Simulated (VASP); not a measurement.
# Al2C3 (Pm-3m) in VASP: a series of runs, part 2 of 2

VASP 6.6.1. The steps go on from the part before.

**4. Relaxation of cell and atoms, PBE**

This run uses another cell than the first one, of 17.09 Å³/atom, 1.431 times its volume.

The input, INCAR:

```
SYSTEM = Al2C3
PREC = Accurate
ENCUT = 600
EDIFF = 1E-7
ISMEAR = 0
SIGMA = 0.1
LREAL = .FALSE.
LASPH = .TRUE.
NELM = 100
ALGO = Normal
ISIF = 3
LWAVE = .FALSE.
LCHARG = .FALSE.
GGA = PE
IBRION = 2
NSW = 90
EDIFFG = -0.04
```

The input, KPOINTS:

```
regular mesh
0
G
  4 4 4
  0 0 0
```

The input, POSCAR:

```
Al2C3
1.0
    4.4042400900      0.0000000000      0.0000000000
    0.0000000000      4.4042400900      0.0000000000
    0.0000000000      0.0000000000      4.4042400900
Al C
2 3
Direct
    0.5000000000      0.5000000000      0.5000000000
    0.0000000000      0.0000000000      0.0000000000
    0.0000000000      0.5000000000      0.5000000000
    0.5000000000      0.0000000000      0.5000000000
    0.5000000000      0.5000000000      0.0000000000
```

Potentials or basis: VASP PAW PBE potentials, release 64 (Al, C).

Command:

```sh
> cat potpaw_PBE.64/Al/POTCAR potpaw_PBE.64/C/POTCAR > POTCAR
> mpirun -np 1 vasp_std > vasp.out
```

OUTCAR:

```text
SYSTEM = Al2C3
   PREC = Accurate
   ENCUT = 600
   EDIFF = 1E-7
   ISMEAR = 0
   LREAL = .FALSE.
   LASPH = .TRUE.
   NELM = 100
   ISIF = 3
   GGA = PE
   IBRION = 2
   NSW = 90
   EDIFFG = -0.04

 ion  position               nearest neighbor table
   1  0.500  0.500  0.500-   3 2.20   4 2.20   5 2.20   5 2.20   4 2.20   3 2.20
   2  0.000  0.000  0.000-
   3  0.000  0.500  0.500-   1 2.20   1 2.20
   4  0.500  0.000  0.500-   1 2.20   1 2.20
   5  0.500  0.500  0.000-   1 2.20   1 2.20

  LATTYP: Found a simple cubic cell.
 ALAT       =     4.4042400900

  Lattice vectors:

 A1 = (   4.4042400900,   0.0000000000,   0.0000000000)
 A2 = (   0.0000000000,   4.4042400900,   0.0000000000)
 A3 = (   0.0000000000,   0.0000000000,   4.4042400900)

Analysis of symmetry for initial positions (statically):
=====================================================================
 Subroutine PRICEL returns:
 Original cell was already a primitive cell.

 Routine SETGRP: Setting up the symmetry group for a
 simple cubic supercell.

 Subroutine GETGRP returns: Found 48 space group operations
 (whereof 48 operations were pure point group operations)
 out of a pool of 48 trial point group operations.

The static configuration has the point symmetry O_h .

Analysis of symmetry for dynamics (positions and initial velocities):
=====================================================================
 Subroutine PRICEL returns:
 Original cell was already a primitive cell.

 Routine SETGRP: Setting up the symmetry group for a
 simple cubic supercell.

 Subroutine GETGRP returns: Found 48 space group operations
 (whereof 48 operations were pure point group operations)
 out of a pool of 48 trial point group operations.

The dynamic configuration has the point symmetry O_h .

 Subroutine INISYM returns: Found 48 space group operations
 (whereof 48 operations are pure point group operations),
 and found     1 'primitive' translations

----------------------------------------------------------------------------------------

                                     Primitive cell

  volume of cell :      85.4305

  direct lattice vectors                    reciprocal lattice vectors
     4.404240090  0.000000000  0.000000000     0.227053925  0.000000000  0.000000000
     0.000000000  4.404240090  0.000000000     0.000000000  0.227053925  0.000000000
     0.000000000  0.000000000  4.404240090     0.000000000  0.000000000  0.227053925

  length of vectors
     4.404240090  4.404240090  4.404240090     0.227053925  0.227053925  0.227053925

  position of ions in fractional coordinates (direct lattice)
     0.500000000  0.500000000  0.500000000
     0.000000000  0.000000000  0.000000000
     0.000000000  0.500000000  0.500000000
     0.500000000  0.000000000  0.500000000
     0.500000000  0.500000000  0.000000000

  ion indices of the primitive-cell ions
   primitive index   ion index
                 1           1
                 2           2
                 3           3
                 4           4
                 5           5

----------------------------------------------------------------------------------------

 KPOINTS: regular mesh

Automatic generation of k-mesh.
 Grid dimensions read from file:
 generate k-points for:    4    4    4

 Generating k-lattice:

  Cartesian coordinates                     Fractional coordinates (reciprocal lattice)
     0.056763481  0.000000000  0.000000000     0.250000000  0.000000000  0.000000000
     0.000000000  0.056763481  0.000000000     0.000000000  0.250000000  0.000000000
     0.000000000  0.000000000  0.056763481     0.000000000  0.000000000  0.250000000

  Length of vectors
     0.056763481  0.056763481  0.056763481

  Shift w.r.t. Gamma in fractional coordinates (k-lattice)
     0.000000000  0.000000000  0.000000000

 Subroutine IBZKPT returns following result:
 ===========================================

 Found     10 irreducible k-points:

 Following reciprocal coordinates:
            Coordinates               Weight
  0.000000  0.000000  0.000000      1.000000
  0.250000  0.000000  0.000000      6.000000
  0.500000  0.000000  0.000000      3.000000
  0.250000  0.250000  0.000000     12.000000
  0.500000  0.250000  0.000000     12.000000
  0.500000  0.500000  0.000000      3.000000
  0.250000  0.250000  0.250000      8.000000
  0.500000  0.250000  0.250000     12.000000
  0.500000  0.500000  0.250000      6.000000
  0.500000  0.500000  0.500000      1.000000
   k-points           NKPTS =     10   k-points in BZ     NKDIM =     10   number of bands    NBANDS=     13
   number of dos      NEDOS =    301   number of ions     NIONS =      5
   total plane-waves  NPLWV =  46656
   dimension x,y,z NGX =    36 NGY =   36 NGZ =   36
   dimension x,y,z NGXF=    72 NGYF=   72 NGZF=   72
   ions per type =               2   3
   NGX,Y,Z   is equivalent  to a cutoff of  13.59, 13.59, 13.59 a.u.
   NGXF,Y,Z  is equivalent  to a cutoff of  27.18, 27.18, 27.18 a.u.
 SYSTEM =  Al2C3
   PREC   = accura    normal or accurate (medium, high low for compatibility)
   ISTART =      0    job   : 0-new  1-cont  2-samecut
   ICHARG =      2    charge: 1-file 2-atom 10-const
   ISPIN  =      1    spin polarized calculation?
   LNONCOLLINEAR =      F non collinear calculations
   LSORBIT =      F    spin-orbit coupling
   LASPH  =      T    aspherical Exc in radial PAW
   ENCUT  =  600.0 eV  44.10 Ry    6.64 a.u.   8.80  8.80  8.80*2*pi/ulx,y,z
   NELM   =    100;   NELMIN=  2; NELMDL= -5     # of ELM steps
   EDIFF  = 0.1E-06   stopping-criterion for ELM
   LREAL  =      F    real-space projection
   EDIFFG = -.4E-01   stopping-criterion for IOM
   NSW    =     90    number of steps for IOM
   IBRION =      2    ionic relax: 0-MD 1-quasi-New 2-CG
   NFREE  =      1    steps in history (QN), initial steepest desc. (CG)
   ISIF   =      3    stress and relaxation
   ISYM   =      2    0-nonsym 1-usesym 2-fastsym
   POTIM  = 0.5000    time-step for ionic-motion
   TEBEG  =    0.0;   TEEND  =   0.0 temperature during run
   PSTRESS=    0.0 pullay stress
   NELECT =      18.0000    total number of electrons
   NUPDOWN=      -1.0000    fix difference up-down
   EMIN   =  10.00;   EMAX   =-10.00  energy-range for DOS
   EFERMI =   0.00;   METHOD = LEGACY
   ISMEAR =     0;   SIGMA  =   0.10  broadening in eV -4-tet -1-fermi 0-gaus
   EFERMI_NEDOS =   21; number of points for ismear=-14 and -15
   IALGO  =     38    algorithm
   IMIX   =      4    mixing-type and parameters
     AMIX     =   0.40;   BMIX     =  1.00
     AMIX_MAG =   1.60;   BMIX_MAG =  1.00
  volume/ion in A,a.u.               =      17.09       115.30
  Fermi-wavevector in a.u.,A,eV,Ry     =   0.974155  1.840886 12.911626  0.948978
  Thomas-Fermi vector in A             =   2.104592
   LORBIT       =      0    0 simple, 1 ext, 2 COOP (PROOUT), +10 PAW based schemes
   GGA     = PE    functional components
   LHFCALC =     F    Hartree Fock is set to
   AEXX    =    0.0000 exact exchange contribution
   IVDW    =     0    specifies the selected vdW correction
   LEPSILON=     F    determine dielectric tensor
   LRPA    =     F    only Hartree local field effects (RPA)
 conjugate gradient relaxation of ions
 non-spin polarized calculation
 Gauss-broadening in eV      SIGMA  =   0.10
  energy-cutoff  :      600.00
  volume of cell :       85.43
 maximum number of plane-waves:      2897
 NGX is ok and might be reduce to    36
   NGX = 17   NGY = 17   NGZ = 17

--------------------------------------- Ionic step        1  -------------------------------------------

 number of electron      18.0000000 magnetization

 Free energy of the ion-electron system (eV)
  ---------------------------------------------------
  ext. energy  EPLUGINS =         0.00000000
  ---------------------------------------------------
  free energy    TOTEN  =       -22.11917063 eV

  energy without entropy =      -22.09455928  energy(sigma->0) =      -22.10686496

 E-fermi :   2.9073     XC(G=0):  -9.2217

 val. band max:        2.7800794858   @ k =   0.2500   0.0000   0.0000
 cond. band min:       2.9073142001   @ k =   0.2500   0.2500   0.0000
 fundamental gap:      0.1272347142
 Fermi energy:         2.9072649811

 k-point     1 :       0.0000    0.0000    0.0000
  band No.  band energies     occupation
      1      -8.7277      2.00000
      2      -5.1808      2.00000
      3      -5.1808      2.00000
      4      -0.6812      2.00000
      5      -0.6812      2.00000
      6      -0.6812      2.00000
      7       0.4759      2.00000
      8       3.4858      0.00000
      9       3.4858      0.00000
     10       3.4858      0.00000
     11       3.4859      0.00000
     12       3.4859      0.00000
     13       3.4859      0.00000
[... 217 lines left out ...]
  energy  without entropy=      -24.3464849322  energy(sigma->0) =      -24.35348213

--------------------------------------- Ionic step        3  -------------------------------------------

 number of electron      18.0000000 magnetization

 Free energy of the ion-electron system (eV)
  ---------------------------------------------------
  ext. energy  EPLUGINS =         0.00000000
  ---------------------------------------------------
  free energy    TOTEN  =       -24.37632975 eV

  energy without entropy =      -24.36202801  energy(sigma->0) =      -24.36917888

 E-fermi :   5.7613     XC(G=0): -10.6218

 val. band max:        5.7278205347   @ k =   0.5000   0.2500   0.2500
 cond. band min:       5.8371063974   @ k =   0.2500   0.0000   0.0000
 fundamental gap:      0.1092858627
 Fermi energy:         5.7613487411

 k-point     1 :       0.0000    0.0000    0.0000
  band No.  band energies     occupation
      1      -7.9435      2.00000
      2      -2.2062      2.00000
      3      -2.2062      2.00000
      4       0.9574      2.00000
      5       0.9574      2.00000
      6       0.9574      2.00000
      7       4.3622      2.00000
      8       6.6096      0.00000
      9       6.6096      0.00000
     10       6.6096      0.00000
     11       6.8676      0.00000
     12       6.8676      0.00000
     13       6.8676      0.00000
[... 174 lines left out ...]
  FREE ENERGIE OF THE ION-ELECTRON SYSTEM (eV)
  ---------------------------------------------------
  free  energy   TOTEN  =       -24.3763297457 eV

  energy  without entropy=      -24.3620280096  energy(sigma->0) =      -24.36917888

 reached required accuracy - stopping structural energy minimisation
```

OSZICAR:

```text
N       E                     dE             d eps       ncg     rms          rms(c)
DAV:   1     0.515945959171E+02    0.51595E+02   -0.78197E+03   260   0.126E+03
DAV:   2    -0.176251650605E+02   -0.69220E+02   -0.66617E+02   367   0.176E+02
DAV:   3    -0.234752844524E+02   -0.58501E+01   -0.56189E+01   330   0.497E+01
[... 26 lines left out ...]
DAV:   3    -0.243765541329E+02    0.13478E-02   -0.49957E-03   288   0.438E-01    0.769E-02
DAV:   4    -0.243763450220E+02    0.20911E-03   -0.22860E-04   275   0.920E-02    0.278E-02
DAV:   5    -0.243763292634E+02    0.15759E-04   -0.34130E-05   265   0.386E-02    0.180E-02
DAV:   6    -0.243763297812E+02   -0.51783E-06   -0.25340E-06   270   0.110E-02    0.280E-03
DAV:   7    -0.243763297457E+02    0.35503E-07   -0.22730E-07   192   0.306E-03
   3 F= -.24376330E+02 E0= -.24369179E+02  d E =-.225716E+01
```

CONTCAR:

```text
Al2C3
   1.00000000000000
     3.9074487450880309    0.0000000000000000   -0.0000000000000000
     0.0000000000000000    3.9074487450880313   -0.0000000000000000
     0.0000000000000000    0.0000000000000000    3.9074487450880313
  Al              C
     2     3
Direct
     0.5000000000000000    0.5000000000000000    0.5000000000000000
     0.0000000000000000    0.0000000000000000    0.0000000000000000
     0.0000000000000000    0.5000000000000000    0.5000000000000000
     0.5000000000000000    0.0000000000000000    0.5000000000000000
     0.5000000000000000    0.5000000000000000    0.0000000000000000

  0.00000000E+00  0.00000000E+00  0.00000000E+00
  0.00000000E+00  0.00000000E+00  0.00000000E+00
  0.00000000E+00  0.00000000E+00  0.00000000E+00
  0.00000000E+00  0.00000000E+00  0.00000000E+00
  0.00000000E+00  0.00000000E+00  0.00000000E+00
```

Run time: 16 s. Hardware: 1 thread of Intel Xeon 6975P-C (Granite Rapids), shared host; peak memory 0.2 GiB.

Results:

```
Free energy                            : -24.3763 eV
Relaxed volume                         : 11.93 Å³/atom
Relaxed cell                           : a = 3.907 Å, b = 3.907 Å, c = 3.907 Å, α = 90.00°, β = 90.00°, γ = 90.00°
Space group after relaxing (to 0.05 Å) : Pm-3m (No. 221)
Energy gained by relaxing              : 451.4 meV/atom
Ionic steps                            : 3
Pressure after relaxing                : -0.3 GPa
Band gap on the k mesh                 : zero (band 9 reaches 6.61 eV, above the bottom of band 10 at 4.88 eV)
```

The path:
| step | energy change (eV) | largest force (eV/Å) | pressure (GPa) | volume (Å³) |
| --- | --- | --- | --- | --- |
| 1 | 0.0000 | 0.0000 | -20.48 | 85.43 |
| 2 | -2.2413 | 0.0000 | -3.05 | 61.17 |
| 3 | -2.2572 | 0.0000 | -0.25 | 59.66 |

Final structure:
```
Al C
1.0
     3.90745    0.00000    0.00000
     0.00000    3.90745    0.00000
     0.00000    0.00000    3.90745
Al C
2 3
Direct
  0.50000 0.50000 0.50000
  0.00000 0.00000 0.00000
  0.00000 0.50000 0.50000
  0.50000 0.00000 0.50000
  0.50000 0.50000 0.00000
```

Levels at points of the mesh, in eV from the Fermi level:
```
           k point  band 6  band 7  band 8  band 9  band 10  band 11  band 12  band 13
(0.00, 0.00, 0.00)   -4.80   -1.40    0.85    0.85     0.85     1.11     1.11     1.11
(0.50, 0.00, 0.00)   -3.00   -1.93   -1.46   -1.46    -0.56     1.31     1.31     3.46
(0.50, 0.50, 0.00)   -2.78   -1.08   -1.08   -0.88    -0.88     0.62     2.22     2.79
(0.50, 0.50, 0.50)   -4.74   -4.74   -2.28    0.68     0.68     2.91     2.91     2.91
```

Caveat: the volume moved by over 15 % at a fixed basis, so the end points are rough.

**5. The runs side by side**

| task | cell | cutoff (eV) | gap on the mesh (eV) | pressure (GPa) |
| --- | --- | --- | --- | --- |
| single point | a = 3.908 Å, 5 atoms | 520 | none | -0.3 |
| single point | a = 4.404 Å, 5 atoms | 520 | none | -20.4 |
| relaxation of cell and atoms | relaxed from a = 4.404 Å, 5 atoms | 600 | none | -0.3 |

Alike in all rows: level PBE; potentials or basis VASP PAW PBE potentials, release 64 (Al, C); no spin polarisation; k mesh 4 × 4 × 4; smearing gaussian 0.1 eV.

Caveats: some runs use coarse meshes; the volume moved by over 15 % at a fixed basis, so the end points are rough (some runs).

Total energies depend on the potentials used, so only differences within one code and one set of settings carry meaning.
